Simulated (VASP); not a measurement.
Input of a VASP 6.6.1 run:

File INCAR:

```
SYSTEM = Ge
  PREC = Accurate
  ENCUT = 520
  EDIFF = 1E-6
  ISMEAR = 0
  SIGMA = 0.1
  LREAL = .FALSE.
  LASPH = .TRUE.
  NELM = 80
  ALGO = Normal
  ISIF = 2
  LWAVE = .FALSE.
  LCHARG = .FALSE.
  GGA = PE
  NBANDS = 66
```

Contents of KPOINTS:

```
Automatic mesh
0
G
  4 4 4
  0 0 0
```

Contents of POSCAR:

```
Ge
1.0
   -3.9728606405      3.9728606405      3.9728606405
    3.9728606405     -3.9728606405      3.9728606405
    3.9728606405      3.9728606405     -3.9728606405
Ge
8
Direct
    0.3195201387      0.3195201387      0.3195201387
    0.0000000000      0.0000000000      0.6804798613
    0.0000000000      0.6804798613      0.0000000000
    0.6804798613      0.0000000000      0.0000000000
    0.6804798613      0.6804798613      0.6804798613
    0.0000000000      0.0000000000      0.3195201387
    0.0000000000      0.3195201387      0.0000000000
    0.3195201387      0.0000000000      0.0000000000
```

Potentials or basis: VASP PAW PBE potentials, release 64 (Ge_d).

Command:

```console
$ cat potpaw_PBE.64/Ge_d/POTCAR > POTCAR
$ mpirun -np 1 vasp_std > vasp.out
```

Estimate the pressure.

-0.1 GPa.

What does it give for the largest force?

0.014 eV/Å.

Estimate the band gap on the k mesh.

zero (bands 56 and 57 overlap by 0.10 eV).

Forces in eV/Å, atoms in the order of the input:
```
Ge   0.008  0.008  0.008
Ge  -0.008 -0.008  0.008
Ge  -0.008  0.008 -0.008
Ge   0.008 -0.008 -0.008
Ge  -0.008 -0.008 -0.008
Ge   0.008  0.008 -0.008
Ge   0.008 -0.008  0.008
Ge  -0.008  0.008  0.008
```

Caveat: semilocal functionals underestimate gaps, and a narrow one can read as zero.
